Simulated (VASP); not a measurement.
Write the native input for VASP 6.6.1 that does the following.

```yaml
Task: relaxation of cell and atoms
Functional: BLYP
Potentials_or_basis: VASP PAW PBE potentials, release 64 (Cs_sv)
Cutoff: 600 eV
k_mesh: 7 × 7 × 7
Occupations: fermi-dirac, width 0.1 eV
Spin: no spin polarisation
Dipole_correction: no
Further_INCAR_settings: ALGO = Normal; EDIFF = 1e-06; IBRION = 2; EDIFFG = -0.01; NSW = 80; ISIF = 3
```

The structure of Cs lies in POSCAR:

```
Cs
1.0
    0.0000000000      3.8081113733      3.8081113733
    3.8081113733      0.0000000000      3.8081113733
    3.8081113733      3.8081113733      0.0000000000
Cs
1
Direct
    0.0000000000      0.0000000000      0.0000000000
```

This isn't the form of Cs at room conditions, which is bcc.

One way to write it, as run:

INCAR

```
PREC = Accurate
ENCUT = 600
EDIFF = 1E-6
ISMEAR = -1
SIGMA = 0.1
LREAL = False
LASPH = True
NELM = 80
ALGO = Normal
ISIF = 3
LWAVE = False
LCHARG = False
GGA = B5
ALDAX = 1.0
AGGAX = 1.0
AGGAC = 1.0
ALDAC = 0.0
IBRION = 2
NSW = 80
EDIFFG = -0.01
```

KPOINTS

```
regular mesh
0
Gamma
  7 7 7
```

Potentials or basis: VASP PAW PBE potentials, release 64 (Cs_sv).

The run is started by

```bash
$ cat potpaw_PBE.64/Cs_sv/POTCAR > POTCAR
$ mpirun -np 1 vasp_std > vasp.out
```

It gave:

| Property | Result |
| --- | --- |
| Relaxed volume | 123.99 Å³/atom |
| Relaxed cell | a = 5.597 Å, b = 5.597 Å, c = 5.597 Å, α = 60.00°, β = 60.00°, γ = 60.00° |
| Space group after relaxing (to 0.1 Å) | Fm-3m (No. 225) |
| Energy gained by relaxing | 10.0 meV/atom |
| Ionic steps | 4 |
| Pressure after relaxing | 0.0 GPa |
| Band gap on the k mesh | zero (an odd number of electrons rules out a gap without spin polarisation) |

Caveat: the PAW data sets were made with another functional, which shifts forces and pressure a little; spin-orbit coupling is left out, which moves the levels of the heavy elements.

Run time: 98 s on 1 thread of Intel(R) Xeon(R) Platinum 8488C (Sapphire Rapids), on a shared host, peak memory 0.32 GiB.
